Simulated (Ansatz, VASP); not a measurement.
Ge: VASP beside Ansatz

```xyz
2
Lattice="0.0000 3.0526 2.8728 3.0526 0.0000 2.8728 3.0526 3.0526 0.0000" Properties=species:S:1:pos:R:3 pbc="T T T"
Ge    3.0526    3.0526    2.8728
Ge    4.5789    4.5789    4.3092
```

Alike in both runs: task single point; functional PBE; k mesh 14 × 14 × 14; occupations gaussian, width 0.15 eV; no spin polarisation.

|  | VASP | Ansatz |
| --- | --- | --- |
| version | VASP 6.6.1 | Ansatz 0.2.0 |
| potentials or method | VASP PAW PBE potentials, release 64 (Ge_d), cutoff 520 eV | scalar-relativistic, plane waves, PAW |
| valence electrons in the cell | 28 | 28 |

```csv
,VASP,Ansatz,Ansatz less VASP
gap on the k mesh at the Fermi level (eV),none,none,-
pressure (GPa),-5.1,-5.0,+0.04
"traceless stress, the component that is largest in VASP (GPa)",2.12,2.12,-0.001
```

A gap of «none» marks a metal or a gap that the smearing closes.
